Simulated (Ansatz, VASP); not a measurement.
## One calculation of Co, two programs

```
Co
1.0
     2.50540    0.00000    0.00000
    -1.25270    2.16974    0.00000
     0.00000    0.00000    4.08930
Co
2
Direct
  0.33333 0.66667 0.25000
  0.66667 0.33333 0.75000
```

Change from the starting cell: parallel moments scaled by 0.03, plain SCF.

Alike in both runs: task single point; functional LDA; k mesh 11 × 11 × 6; occupations gaussian, width 0.1 eV; collinear spin.

|  | VASP | Ansatz |
| --- | --- | --- |
| version | VASP 6.6.1 | Ansatz 0.2.0 |
| potentials or method | VASP PAW LDA potentials, release 64 (Co), cutoff 520 eV | PAW, plane waves, scalar-relativistic |
| valence electrons in the cell | 18 | 34 |

Ansatz gave:

* pressure (GPa): -22.8
* traceless stress, the component that is largest in VASP (GPa): -1.97
* net moment per atom (μB): 1.55
* size of the moment on the site where the two differ most (μB): 1.61

Question: Which values does VASP return?

Answer: Pressure (GPa): -32.3; traceless stress, the component that is largest in VASP (GPa): -2.06; net moment per atom (μB): 0.00; size of the moment on the site where the two differ most (μB): 0.01.

The net moments are unlike, so the other rows may belong to different states. LDA's correlation is that of Perdew and Zunger in VASP and of Perdew and Wang (1992) in Ansatz. Site moments also hang on the region over which each program counts them. VASP's potentials hold 18 valence electrons a cell and Ansatz's 34, so a difference there can come from the potentials and not from the codes.

Noted on VASP's run: the cell as given lies far from equilibrium.
